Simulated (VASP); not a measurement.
# Au (Fm-3m) in VASP: further runs

Au is run at these levels: PBEsol; tasks: single point, relaxation of cell and atoms.

Everything below comes from runs of VASP 6.6.1. Logs are shortened: lines on timing, memory, paths and dates and some standing lists are left out, and cuts for length are marked.

**1. The cell of the first run**

Symmetry: Fm-3m, No. 225, cubic system. The conventional cell has a = 4.081 Å, b = 4.081 Å, c = 4.081 Å, α = 90.00°, β = 90.00°, γ = 90.00°. Au (site symmetry m-3m) has 12 Au at 2.89 Å within 3.8 Å.

**2. Single point, PBEsol**

INCAR

```
SYSTEM = Au
PREC = Accurate
ENCUT = 500
EDIFF = 1E-6
ISMEAR = 1
SIGMA = 0.05
LREAL = .FALSE.
LASPH = .TRUE.
NELM = 120
ALGO = Normal
ISIF = 2
LWAVE = .FALSE.
LCHARG = .TRUE.
GGA = PS
LELF = .TRUE.
LVHAR = .TRUE.
NBANDS = 12
GGA_COMPAT = .FALSE.
```

KPOINTS

```
regular mesh
0
G
  17 17 17
  0 0 0
```

POSCAR

```
Au
1.0
    0.0000000000      2.0403825284      2.0403825284
    2.0403825284      0.0000000000      2.0403825284
    2.0403825284      2.0403825284      0.0000000000
Au
1
Direct
    0.0000000000      0.0000000000      0.0000000000
```

Potentials or basis: VASP PAW PBE potentials, release 64 (Au).

Launch:

```
$ cat potpaw_PBE.64/Au/POTCAR > POTCAR
$ mpirun -np 1 vasp_std > vasp.out
```

OUTCAR:

```text
SYSTEM = Au
   PREC = Accurate
   ENCUT = 500
   EDIFF = 1E-6
   ISMEAR = 1
   LREAL = .FALSE.
   LASPH = .TRUE.
   NELM = 120
   ISIF = 2
   GGA = PS

 ion  position               nearest neighbor table
   1  0.000  0.000  0.000-

  LATTYP: Found a face centered cubic cell.
 ALAT       =     4.0807650568

  Lattice vectors:

 A1 = (   0.0000000000,   2.0403825284,   2.0403825284)
 A2 = (   2.0403825284,   0.0000000000,   2.0403825284)
 A3 = (   2.0403825284,   2.0403825284,   0.0000000000)

Analysis of symmetry for initial positions (statically):
=====================================================================
 Subroutine PRICEL returns:
 Original cell was already a primitive cell.

 Routine SETGRP: Setting up the symmetry group for a
 face centered cubic supercell.

 Subroutine GETGRP returns: Found 48 space group operations
 (whereof 48 operations were pure point group operations)
 out of a pool of 48 trial point group operations.

The static configuration has the point symmetry O_h .

Analysis of symmetry for dynamics (positions and initial velocities):
=====================================================================
 Subroutine PRICEL returns:
 Original cell was already a primitive cell.

 Routine SETGRP: Setting up the symmetry group for a
 face centered cubic supercell.

 Subroutine GETGRP returns: Found 48 space group operations
 (whereof 48 operations were pure point group operations)
 out of a pool of 48 trial point group operations.

The dynamic configuration has the point symmetry O_h .

 Subroutine INISYM returns: Found 48 space group operations
 (whereof 48 operations are pure point group operations),
 and found     1 'primitive' translations

----------------------------------------------------------------------------------------

                                     Primitive cell

  volume of cell :      16.9889

  direct lattice vectors                    reciprocal lattice vectors
     0.000000000  2.040382528  2.040382528    -0.245052089  0.245052089  0.245052089
     2.040382528  0.000000000  2.040382528     0.245052089 -0.245052089  0.245052089
     2.040382528  2.040382528  0.000000000     0.245052089  0.245052089 -0.245052089

  length of vectors
     2.885536644  2.885536644  2.885536644     0.424442668  0.424442668  0.424442668

  position of ions in fractional coordinates (direct lattice)
     0.000000000  0.000000000  0.000000000

  ion indices of the primitive-cell ions
   primitive index   ion index
                 1           1

[... 83 lines left out ...]
   NUPDOWN=      -1.0000    fix difference up-down
   EMIN   =  10.00;   EMAX   =-10.00  energy-range for DOS
   EFERMI =   0.00;   METHOD = LEGACY
   ISMEAR =     1;   SIGMA  =   0.05  broadening in eV -4-tet -1-fermi 0-gaus
   EFERMI_NEDOS =   21; number of points for ismear=-14 and -15
   IALGO  =     38    algorithm
   IMIX   =      4    mixing-type and parameters
     AMIX     =   0.40;   BMIX     =  1.00
     AMIX_MAG =   1.60;   BMIX_MAG =  1.00
  volume/ion in A,a.u.               =      16.99       114.65
  Fermi-wavevector in a.u.,A,eV,Ry     =   1.416285  2.676391 27.291444  2.005865
  Thomas-Fermi vector in A             =   2.537636
   LORBIT       =      0    0 simple, 1 ext, 2 COOP (PROOUT), +10 PAW based schemes
   GGA     = PS    functional components
   LHFCALC =     F    Hartree Fock is set to
   AEXX    =    0.0000 exact exchange contribution
   IVDW    =     0    specifies the selected vdW correction
   LEPSILON=     F    determine dielectric tensor
   LRPA    =     F    only Hartree local field effects (RPA)
 non-spin polarized calculation
 Methfessel and Paxton  Order N= 1 SIGMA  =   0.05
  energy-cutoff  :      500.00
  volume of cell :       16.99
 maximum number of plane-waves:       445
 NGX is ok and might be reduce to    24
   NGX = 11   NGY = 11   NGZ = 11

 number of electron      11.0000000 magnetization

 Free energy of the ion-electron system (eV)
  ---------------------------------------------------
  ext. energy  EPLUGINS =         0.00000000
  ---------------------------------------------------
  free energy    TOTEN  =        -3.92279862 eV

  energy without entropy =       -3.92271912  energy(sigma->0) =       -3.92277212

 E-fermi :   9.4720     XC(G=0): -12.9046

 val. band max:        9.4603727881   @ k =  -0.4706   0.1176   0.0588
 cond. band min:       9.4779155997   @ k =  -0.2941   0.2353   0.0000
 fundamental gap:      0.0175428116
 Fermi energy:         9.4720118090

 k-point     1 :       0.0000    0.0000    0.0000
  band No.  band energies     occupation
      1      -0.6244      2.00000
      2       4.6285      2.00000
      3       4.6285      2.00000
      4       4.6285      2.00000
      5       6.1663      2.00000
      6       6.1663      2.00000
      7      23.8256      0.00000
      8      27.8383      0.00000
      9      27.8383      0.00000
     10      27.8383      0.00000
     11      32.7159      0.00000
     12      37.4099      0.00000
[... 331 lines left out ...]
 k-point    24 :      -0.1176    0.0588    0.0000
  band No.  band energies     occupation
      1       0.1165      2.00000
      2       4.3879      2.00000
      3       4.8547      2.00000
      4       4.8811      2.00000
      5       5.9544      2.00000
      6       6.2368      2.00000
      7      24.3316      0.00000
      8      24.9411      0.00000
      9      27.6593      0.00000
     10      29.2701      0.00000
     11      31.8046      0.00000
     12      34.7010      0.00000

 [... further k-points ...]

------------------------ aborting loop because EDIFF is reached ----------------------------------------

  FORCE on cell =-STRESS in cart. coord.  units (eV):
  Direction    XX          YY          ZZ          XY          YZ          ZX
  --------------------------------------------------------------------------------------
  -------------------------------------------------------------------------------------
  Total       -0.0308672     -0.0308672     -0.0308672      0.0000000      0.0000000     -0.0000000
  in kB       -2.9110096     -2.9110096     -2.9110096      0.0000000      0.0000000     -0.0000000
  external PRESSURE =      -2.9110096 kB  Pullay stress =       0.0000000 kB

 VOLUME and BASIS-vectors are now :
 -----------------------------------------------------------------------------
  energy-cutoff  :      500.00
  volume of cell :       16.99
      direct lattice vectors                 reciprocal lattice vectors
     0.000000000  2.040382528  2.040382528    -0.245052089  0.245052089  0.245052089
     2.040382528  0.000000000  2.040382528     0.245052089 -0.245052089  0.245052089
     2.040382528  2.040382528  0.000000000     0.245052089  0.245052089 -0.245052089

 POSITION                                       TOTAL-FORCE (eV/Angst)
 -----------------------------------------------------------------------------------
      0.00000      0.00000      0.00000         0.000000     -0.000000     -0.000000
 -----------------------------------------------------------------------------------
    total drift:                                0.000000      0.000000      0.000000

  FREE ENERGIE OF THE ION-ELECTRON SYSTEM (eV)
  ---------------------------------------------------
  free  energy   TOTEN  =        -3.9227986190 eV

  energy  without entropy=       -3.9227191189  energy(sigma->0) =       -3.92277212
```

It took 8.7 s on 1 thread of Intel Xeon 6975P-C (Granite Rapids), shared host; peak memory 0.16 GiB.

Results:

* Free energy: -3.9228 eV
* Pressure: -0.3 GPa
* Band gap on the k mesh: zero (an odd number of electrons rules out a gap without spin polarisation)

Caveat: the PAW data sets were made with another functional, which shifts forces and pressure a little; spin-orbit coupling is left out, which moves the levels of the heavy elements.

**3. Relaxation of cell and atoms, PBEsol**

This run uses another cell than the first one, of 16.85 Å³/atom.

INCAR

```
PREC = Accurate
ENCUT = 500
EDIFF = 1E-7
ISMEAR = 1
SIGMA = 0.05
LREAL = F
LASPH = T
NELM = 120
ALGO = Normal
ISIF = 3
LWAVE = F
LCHARG = F
GGA = PS
IBRION = 2
NSW = 80
EDIFFG = -0.03
GGA_COMPAT = F
NELMIN = 4
```

KPOINTS

```
Automatic mesh
0
Gamma
  17 17 17
```

POSCAR

```
Au
1.0
    0.0000000000      2.0350000000      2.0350000000
    2.0350000000      0.0000000000      2.0350000000
    2.0350000000      2.0350000000      0.0000000000
Au
1
Direct
    0.0000000000      0.0000000000      0.0000000000
```

Potentials or basis: VASP PAW PBE potentials, release 64 (Au).

Launch:

```
$ cat potpaw_PBE.64/Au/POTCAR > POTCAR
$ mpirun -np 1 vasp_std > vasp.out
```

Wall time 15 s (1 thread of Intel Xeon 6975P-C (Granite Rapids), shared host); peak memory 0.16 GiB.

The run converged. Its results:

```
Free energy                           : -3.9227 eV
Relaxed volume                        : 16.96 Å³/atom
Relaxed cell                          : a = 2.884 Å, b = 2.884 Å, c = 2.884 Å, α = 60.00°, β = 60.00°, γ = 60.00°
Space group after relaxing (to 0.1 Å) : Fm-3m (No. 225)
Energy gained by relaxing             : 0.4 meV/atom
Ionic steps                           : 3
Pressure after relaxing               : 0.0 GPa
Band gap on the k mesh                : zero (an odd number of electrons rules out a gap without spin polarisation)
```

The path:
```csv
step,energy change (eV),largest force (eV/Å),pressure (GPa),volume (Å³)
1,0.0000,0.0000,1.09,16.85
2,0.0006,0.0000,-1.69,17.14
3,-0.0004,0.0000,0.00,16.96
```

Final structure:
```
Au
1.0
     0.00000    2.03923    2.03923
     2.03923    0.00000    2.03923
     2.03923    2.03923    0.00000
Au
1
Direct
  0.00000 0.00000 0.00000
```

Levels at points of the mesh, in eV from the Fermi level:
```csv
k point,band 2,band 3,band 4,band 5,band 6,band 7,band 8,band 9
"(0.00, 0.00, 0.00)",-4.85,-4.85,-4.85,-3.31,-3.31,14.35,18.37,18.37
```

Caveat: the PAW data sets were made with another functional, which shifts forces and pressure a little; spin-orbit coupling is left out, which moves the levels of the heavy elements. Zero-point motion and thermal expansion aren't in these numbers.
